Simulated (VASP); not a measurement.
# C (P6/mmm) in VASP: a series of runs

C is run at these levels: PBE; tasks: single point.

All numbers are computed with VASP 6.6.1; they aren't measurements. Logs are shortened: lines on timing, memory, paths and dates and some standing lists are left out, and cuts for length are marked.

## Step 1: The cell of the first run

The structure is hexagonal, space group P6/mmm (No. 191). Conventional cell: a = 2.467 Å, b = 2.467 Å, c = 4.015 Å, α = 90.00°, β = 90.00°, γ = 120.00°. C (site symmetry -6m2) has 3 C at 1.42 Å within 1.9 Å.

The cell was built from a structure type or drawn by symmetry, and may not be a known phase.

## Step 2: Single point, PBE

Input file INCAR:

```
SYSTEM = C
PREC = Accurate
ENCUT = 520
EDIFF = 1E-6
ISMEAR = 0
SIGMA = 0.1
LREAL = .FALSE.
LASPH = .TRUE.
NELM = 80
ALGO = Normal
ISIF = 2
LWAVE = .FALSE.
LCHARG = .TRUE.
GGA = PE
LELF = .TRUE.
LVHAR = .TRUE.
NBANDS = 11
```

Input file KPOINTS:

```
regular mesh
0
G
  12 12 8
  0 0 0
```

Input file POSCAR:

```
C
1.0
    2.4667601286      0.0000000031      0.0000000000
   -1.2333800670      2.1362769349      0.0000000000
    0.0000000000      0.0000000000      4.0152579260
C
2
Direct
    0.6666666667      0.3333333333      0.5000000026
    0.3333333333      0.6666666667      0.4999999974
```

Potentials or basis: VASP PAW PBE potentials, release 64 (C).

Command:

```console
$ cat potpaw_PBE.64/C/POTCAR > POTCAR
$ mpirun -np 1 vasp_std > vasp.out
```

OUTCAR:

```text
SYSTEM = C
   PREC = Accurate
   ENCUT = 520
   EDIFF = 1E-6
   ISMEAR = 0
   LREAL = .FALSE.
   LASPH = .TRUE.
   NELM = 80
   ISIF = 2
   GGA = PE

 ion  position               nearest neighbor table
   1  0.667  0.333  0.500-   2 1.42   2 1.42   2 1.42
   2  0.333  0.667  0.500-   1 1.42   1 1.42   1 1.42

  LATTYP: Found a hexagonal cell.
 ALAT       =     2.4667601286
 C/A-ratio  =     1.6277455921

  Lattice vectors:

 A1 = (   2.4667601286,   0.0000000031,   0.0000000000)
 A2 = (  -1.2333800670,   2.1362769349,   0.0000000000)
 A3 = (   0.0000000000,   0.0000000000,   4.0152579260)

Analysis of symmetry for initial positions (statically):
=====================================================================
 Subroutine PRICEL returns:
 Original cell was already a primitive cell.

 Routine SETGRP: Setting up the symmetry group for a
 hexagonal supercell.

 Subroutine GETGRP returns: Found 24 space group operations
 (whereof 24 operations were pure point group operations)
 out of a pool of 24 trial point group operations.

The static configuration has the point symmetry D_6h.

Analysis of symmetry for dynamics (positions and initial velocities):
=====================================================================
 Subroutine PRICEL returns:
 Original cell was already a primitive cell.

 Routine SETGRP: Setting up the symmetry group for a
 hexagonal supercell.

 Subroutine GETGRP returns: Found 24 space group operations
 (whereof 24 operations were pure point group operations)
 out of a pool of 24 trial point group operations.

The dynamic configuration has the point symmetry D_6h.

 Subroutine INISYM returns: Found 24 space group operations
 (whereof 24 operations are pure point group operations),
 and found     1 'primitive' translations

----------------------------------------------------------------------------------------

                                     Primitive cell

  volume of cell :      21.1591

  direct lattice vectors                    reciprocal lattice vectors
     2.466760129  0.000000003  0.000000000     0.405390045  0.234052052  0.000000000
    -1.233380067  2.136276935  0.000000000    -0.000000001  0.468104103  0.000000000
     0.000000000  0.000000000  4.015257926     0.000000000  0.000000000  0.249050003

  length of vectors
     2.466760129  2.466760129  4.015257926     0.468104103  0.468104103  0.249050003

  position of ions in fractional coordinates (direct lattice)
     0.666666667  0.333333333  0.500000003
     0.333333333  0.666666667  0.499999997

  ion indices of the primitive-cell ions
   primitive index   ion index
                 1           1
                 2           2

----------------------------------------------------------------------------------------

 KPOINTS: regular mesh

Automatic generation of k-mesh.
 Grid dimensions read from file:
 generate k-points for:   12   12    8

 Generating k-lattice:

  Cartesian coordinates                     Fractional coordinates (reciprocal lattice)
     0.033782504  0.019504338  0.000000000     0.083333333 -0.000000000  0.000000000
    -0.000000000  0.039008675  0.000000000     0.000000000  0.083333333  0.000000000
     0.000000000  0.000000000  0.031131250     0.000000000  0.000000000  0.125000000

  Length of vectors
     0.039008675  0.039008675  0.031131250

  Shift w.r.t. Gamma in fractional coordinates (k-lattice)
     0.000000000  0.000000000  0.000000000

 Subroutine IBZKPT returns following result:
 ===========================================

 Found     95 irreducible k-points:

 Following reciprocal coordinates:
            Coordinates               Weight
  0.000000  0.000000  0.000000      1.000000
  0.083333  0.000000  0.000000      6.000000
  0.166667  0.000000  0.000000      6.000000
  0.250000  0.000000  0.000000      6.000000
  0.333333  0.000000  0.000000      6.000000
  0.416667  0.000000  0.000000      6.000000
[... 16 lines left out ...]
  0.250000  0.000000  0.125000     12.000000
  0.333333  0.000000  0.125000     12.000000
 [... further k-points ...]
   k-points           NKPTS =     95   k-points in BZ     NKDIM =     95   number of bands    NBANDS=     11
   number of dos      NEDOS =    301   number of ions     NIONS =      2
   total plane-waves  NPLWV =   9720
   dimension x,y,z NGX =    18 NGY =   18 NGZ =   30
   dimension x,y,z NGXF=    36 NGYF=   36 NGZF=   60
   ions per type =               2
   NGX,Y,Z   is equivalent  to a cutoff of  12.13, 12.13, 12.42 a.u.
   NGXF,Y,Z  is equivalent  to a cutoff of  24.26, 24.26, 24.84 a.u.
 SYSTEM =  C
   PREC   = accura    normal or accurate (medium, high low for compatibility)
   ISTART =      0    job   : 0-new  1-cont  2-samecut
   ICHARG =      2    charge: 1-file 2-atom 10-const
   ISPIN  =      1    spin polarized calculation?
   LNONCOLLINEAR =      F non collinear calculations
   LSORBIT =      F    spin-orbit coupling
   LASPH  =      T    aspherical Exc in radial PAW
   ENCUT  =  520.0 eV  38.22 Ry    6.18 a.u.   4.59  4.59  7.47*2*pi/ulx,y,z
   NELM   =     80;   NELMIN=  2; NELMDL= -5     # of ELM steps
   EDIFF  = 0.1E-05   stopping-criterion for ELM
   LREAL  =      F    real-space projection
   EDIFFG = 0.1E-04   stopping-criterion for IOM
   NSW    =      0    number of steps for IOM
   IBRION =     -1    ionic relax: 0-MD 1-quasi-New 2-CG
   NFREE  =      0    steps in history (QN), initial steepest desc. (CG)
   ISIF   =      2    stress and relaxation
   ISYM   =      2    0-nonsym 1-usesym 2-fastsym
   POTIM  = 0.5000    time-step for ionic-motion
   TEBEG  =    0.0;   TEEND  =   0.0 temperature during run
   PSTRESS=    0.0 pullay stress
   NELECT =       8.0000    total number of electrons
   NUPDOWN=      -1.0000    fix difference up-down
   EMIN   =  10.00;   EMAX   =-10.00  energy-range for DOS
   EFERMI =   0.00;   METHOD = LEGACY
   ISMEAR =     0;   SIGMA  =   0.10  broadening in eV -4-tet -1-fermi 0-gaus
   EFERMI_NEDOS =   21; number of points for ismear=-14 and -15
   IALGO  =     38    algorithm
   IMIX   =      4    mixing-type and parameters
     AMIX     =   0.40;   BMIX     =  1.00
     AMIX_MAG =   1.60;   BMIX_MAG =  1.00
  volume/ion in A,a.u.               =      10.58        71.39
  Fermi-wavevector in a.u.,A,eV,Ry     =   1.183783  2.237026 19.066426  1.401343
  Thomas-Fermi vector in A             =   2.320011
   LORBIT       =      0    0 simple, 1 ext, 2 COOP (PROOUT), +10 PAW based schemes
   GGA     = PE    functional components
   LHFCALC =     F    Hartree Fock is set to
   AEXX    =    0.0000 exact exchange contribution
   IVDW    =     0    specifies the selected vdW correction
   LEPSILON=     F    determine dielectric tensor
   LRPA    =     F    only Hartree local field effects (RPA)
 non-spin polarized calculation
 Gauss-broadening in eV      SIGMA  =   0.10
  energy-cutoff  :      520.00
  volume of cell :       21.16
 maximum number of plane-waves:       584
   NGX =  9   NGY =  9   NGZ = 15

 number of electron       7.9999997 magnetization

 Free energy of the ion-electron system (eV)
  ---------------------------------------------------
  ext. energy  EPLUGINS =         0.00000000
  ---------------------------------------------------
  free energy    TOTEN  =       -18.44601146 eV

  energy without entropy =      -18.44552259  energy(sigma->0) =      -18.44576702

 E-fermi :   3.2245     XC(G=0):  -9.0998

 val. band max:        3.2237692989   @ k =   0.3333   0.3333   0.2500
 cond. band min:       3.3735889163   @ k =   0.3333   0.3333   0.1250
 fundamental gap:      0.1498196174
 Fermi energy:         3.2244511094

 k-point     1 :       0.0000    0.0000    0.0000
  band No.  band energies     occupation
      1     -16.3168      2.00000
      2      -4.0140      2.00000
      3       0.1826      2.00000
      4       0.1826      2.00000
      5       6.5060      0.00000
      6      11.5211      0.00000
      7      11.5211      0.00000
      8      14.6845      0.00000
      9      15.6569      0.00000
     10      22.1278      0.00000
     11      25.5709      0.00000

 k-point     2 :       0.0833    0.0000    0.0000
  band No.  band energies     occupation
      1     -16.1524      2.00000
      2      -3.8214      2.00000
      3      -0.4693      2.00000
      4      -0.1557      2.00000
      5       6.7173      0.00000
      6      11.5882      0.00000
      7      12.2156      0.00000
      8      14.1348      0.00000
      9      15.9551      0.00000
     10      22.1540      0.00000
     11      26.0508      0.00000

 k-point     3 :       0.1667    0.0000    0.0000
  band No.  band energies     occupation
      1     -15.6613      2.00000
      2      -3.2491      2.00000
      3      -2.1094      2.00000
      4      -0.9475      2.00000
      5       7.3519      0.00000
      6      11.5314      0.00000
      7      12.6592      0.00000
      8      14.0552      0.00000
      9      16.8986      0.00000
     10      22.0944      0.00000
     11      26.8017      0.00000

 k-point     4 :       0.2500    0.0000    0.0000
  band No.  band energies     occupation
      1     -14.8489      2.00000
      2      -4.2102      2.00000
      3      -2.3174      2.00000
      4      -1.8262      2.00000
      5       8.4063      0.00000
      6      10.6151      0.00000
      7      11.2443      0.00000
      8      16.5988      0.00000
      9      18.1319      0.00000
     10      21.7113      0.00000
     11      25.1242      0.00000

 k-point     5 :       0.3333    0.0000    0.0000
  band No.  band energies     occupation
      1     -13.7280      2.00000
      2      -6.4157      2.00000
      3      -2.5586      2.00000
      4      -1.0792      2.00000
      5       8.3626      0.00000
      6       9.8579      0.00000
      7      10.9252      0.00000
      8      18.3196      0.00000
      9      19.4262      0.00000
     10      21.0881      0.00000
     11      23.5373      0.00000
[... 211 lines left out ...]
 k-point    21 :       0.0833    0.0000    0.1250
  band No.  band energies     occupation
      1     -16.1433      2.00000
      2      -3.9356      2.00000
      3      -0.4683      2.00000
      4      -0.1549      2.00000
      5       7.1246      0.00000
      6      11.5915      0.00000
      7      12.2181      0.00000
      8      14.1182      0.00000
      9      15.9701      0.00000
     10      21.0937      0.00000
     11      26.0911      0.00000

 k-point    22 :       0.1667    0.0000    0.1250
  band No.  band energies     occupation
      1     -15.6523      2.00000
      2      -3.3603      2.00000
      3      -2.1076      2.00000
      4      -0.9466      2.00000
      5       7.7520      0.00000
      6      11.5375      0.00000
      7      12.6333      0.00000
      8      14.0580      0.00000
      9      16.9213      0.00000
     10      21.2302      0.00000
     11      26.6617      0.00000

 k-point    23 :       0.2500    0.0000    0.1250
  band No.  band energies     occupation
      1     -14.8407      2.00000
      2      -4.2075      2.00000
      3      -2.4232      2.00000
      4      -1.8252      2.00000
      5       8.7870      0.00000
      6      10.5808      0.00000
      7      11.2544      0.00000
      8      16.6015      0.00000
      9      18.1886      0.00000
     10      21.1498      0.00000
     11      24.8742      0.00000

 k-point    24 :       0.3333    0.0000    0.1250
  band No.  band energies     occupation
      1     -13.7204      2.00000
      2      -6.4119      2.00000
      3      -2.5574      2.00000
      4      -1.1762      2.00000
      5       8.2844      0.00000
      6      10.2294      0.00000
      7      10.9550      0.00000
      8      18.4626      0.00000
      9      19.4287      0.00000
     10      20.8165      0.00000
     11      23.4763      0.00000

 [... further k-points ...]

------------------------ aborting loop because EDIFF is reached ----------------------------------------

  FORCE on cell =-STRESS in cart. coord.  units (eV):
  Direction    XX          YY          ZZ          XY          YZ          ZX
  --------------------------------------------------------------------------------------
  -------------------------------------------------------------------------------------
  Total        0.0623945      0.0623945      0.0425644     -0.0000000     -0.0000000      0.0000000
  in kB        4.7245332      4.7245332      3.2229906     -0.0000000     -0.0000000      0.0000000
  external PRESSURE =       4.2240190 kB  Pullay stress =       0.0000000 kB

 VOLUME and BASIS-vectors are now :
 -----------------------------------------------------------------------------
  energy-cutoff  :      520.00
  volume of cell :       21.16
      direct lattice vectors                 reciprocal lattice vectors
     2.466760129  0.000000003  0.000000000     0.405390045  0.234052052  0.000000000
    -1.233380067  2.136276935  0.000000000    -0.000000001  0.468104103  0.000000000
     0.000000000  0.000000000  4.015257926     0.000000000  0.000000000  0.249050003

 POSITION                                       TOTAL-FORCE (eV/Angst)
 -----------------------------------------------------------------------------------
      1.23338      0.71209      2.00763         0.000000      0.000000      0.000000
     -0.00000      1.42418      2.00763        -0.000000      0.000000     -0.000000
 -----------------------------------------------------------------------------------
    total drift:                                0.000000     -0.000000      0.000000

  FREE ENERGIE OF THE ION-ELECTRON SYSTEM (eV)
  ---------------------------------------------------
  free  energy   TOTEN  =       -18.4460114620 eV

  energy  without entropy=      -18.4455225853  energy(sigma->0) =      -18.44576702
```

Wall time 22 s (1 thread of Intel Xeon 8259CL, shared host); peak memory 0.13 GiB.

Results:

- Free energy: -18.4460 eV
- Pressure: 0.4 GPa
- Band gap on the k mesh: zero (bands 4 and 5 overlap by 0.41 eV)

Levels at points of the mesh, in eV from the Fermi level:
```csv
k point,band 2,band 3,band 4,band 5,band 6,band 7
"(0.00, 0.00, 0.00)",-7.24,-3.04,-3.04,3.28,8.30,8.30
"(0.50, 0.00, 0.00)",-13.25,-6.42,-2.13,2.02,7.32,10.63
"(0.00, 0.00, 0.50)",-7.95,-3.04,-3.04,7.18,8.31,8.31
"(0.50, 0.00, 0.50)",-13.21,-6.41,-2.58,1.36,7.41,12.67
```

Caveat: this functional lacks dispersion, which binds the layers, so the pressure and a relaxed spacing across them are unreliable.

[end of part 1 of 2]
